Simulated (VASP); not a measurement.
The system is LiF.

```
Li F
1.0
     4.55071    0.00000    0.00000
    -2.27536    3.94103    0.00000
     0.00000    0.00000    2.68375
Li F
3 3
Direct
  0.62265 0.62265 0.00000
  0.37735 0.00000 0.33333
  0.00000 0.37735 0.66667
  0.00000 0.62265 0.16667
  0.37735 0.37735 0.50000
  0.62265 0.00000 0.83333
```

The cell was built from a structure type or drawn by symmetry, and may not be a known phase.

* Program: VASP 6.6.1
* Task: relaxation of cell and atoms
* Functional: PBE
* Potentials or basis: VASP PAW PBE potentials, release 64 (Li_sv, F)
* Cutoff: 600 eV
* k mesh: 6 × 6 × 6
* Occupations: gaussian, width 0.1 eV
* Spin: no spin polarisation

At the start: pressure 21.0 GPa; volume 8.02 Å³/atom.

Question: Where does the relaxation end?

Answer: Over 7 steps the energy falls by 119.5 meV/atom and the volume is 10.12 Å³/atom (+26.2 %); space group P3_121 (No. 152, to 0.1 Å) before and after.

The path:
| step | energy change (eV) | largest force (eV/Å) | pressure (GPa) | volume (Å³) |
| --- | --- | --- | --- | --- |
| 1 | 0.0000 | 0.7519 | 21.00 | 48.13 |
| 2 | -0.6411 | 0.1221 | 5.34 | 55.83 |
| 3 | -0.6680 | 0.1673 | -3.01 | 63.92 |
| 4 | -0.7107 | 0.1444 | -0.02 | 60.46 |
| 5 | -0.7110 | 0.1410 | 0.27 | 60.16 |
| 6 | -0.7146 | 0.1036 | 0.05 | 60.36 |
| 7 | -0.7173 | 0.0376 | -0.27 | 60.73 |

Final structure:
```cif
data_structure
_symmetry_space_group_name_H-M 'P 1'
_symmetry_Int_Tables_number 1
_cell_length_a 4.9075
_cell_length_b 4.9075
_cell_length_c 2.9116
_cell_angle_alpha 90.000
_cell_angle_beta 90.000
_cell_angle_gamma 120.000
_cell_volume 60.73
loop_
_atom_site_label
_atom_site_type_symbol
_atom_site_fract_x
_atom_site_fract_y
_atom_site_fract_z
_atom_site_occupancy
Li1 Li 0.62454 0.62454 0.00000 1
Li2 Li 0.37546 0.00000 0.33333 1
Li3 Li 0.00000 0.37546 0.66667 1
F1 F 0.00000 0.63312 0.16667 1
F2 F 0.36688 0.36688 0.50000 1
F3 F 0.63312 0.00000 0.83333 1
```

Caveat: the cutoff is under 1.25 times the usual one of these potentials, so pressure, stress and relaxed cells hold a basis-set (Pulay) error; the volume moved by over 15 % at a fixed basis, so the end points are rough.
